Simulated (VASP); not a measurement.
Wanted: the native input for a VASP 6.6.1 run.

| Property | Result |
| --- | --- |
| Task | relaxation of cell and atoms |
| Functional | PBE |
| Potentials or basis | VASP PAW PBE potentials, release 64 (Rh_pv, Au) |
| Cutoff | 600 eV |
| k mesh | 8 × 8 × 8 |
| Occupations | gaussian, width 0.1 eV |
| Spin | no spin polarisation |
| Dipole correction | no |
| Further INCAR settings | ALGO = Fast; EDIFF = 1e-06; IBRION = 2; EDIFFG = -0.01; NSW = 100; ISIF = 3 |

The structure of RhAu2 lies in POSCAR:

```
RhAu2
1.0
    0.0000000000      3.7834443239      3.7834443239
    3.7834443239      0.0000000000      3.7834443239
    3.7834443239      3.7834443239      0.0000000000
Rh Au
2 4
Direct
    0.5000000000      0.5000000000      0.5000000000
    0.7500000000      0.7500000000      0.7500000000
    0.1250000000      0.1250000000      0.1250000000
    0.6250000000      0.1250000000      0.1250000000
    0.1250000000      0.1250000000      0.6250000000
    0.1250000000      0.6250000000      0.1250000000
```

These files were run (other wordings do the same):

INCAR

```
SYSTEM = RhAu2
PREC = Accurate
ENCUT = 600
EDIFF = 1E-6
ISMEAR = 0
SIGMA = 0.1
LREAL = .FALSE.
LASPH = .TRUE.
NELM = 100
ALGO = Fast
ISIF = 3
LWAVE = .FALSE.
LCHARG = .FALSE.
GGA = PE
IBRION = 2
NSW = 100
EDIFFG = -0.01
```

KPOINTS

```
Automatic mesh
0
G
  8 8 8
  0 0 0
```

Potentials or basis: VASP PAW PBE potentials, release 64 (Rh_pv, Au).

Command:

```sh
$ cat potpaw_PBE.64/Rh_pv/POTCAR potpaw_PBE.64/Au/POTCAR > POTCAR
$ mpirun -np 1 vasp_std > vasp.out
```

Results of the run:

The pressure after relaxing is 0.0 GPa and the band gap on the k mesh is zero (band 37 reaches 8.03 eV, above the bottom of band 38 at 7.90 eV).

Caveat: the relaxation stopped at its first step, so nothing moved; spin-orbit coupling is left out, which moves the levels of the heavy elements.

It took 97 s on 1 thread of Intel(R) Xeon(R) 6975P-C (Granite Rapids) (shared host), peak memory 0.39 GiB.
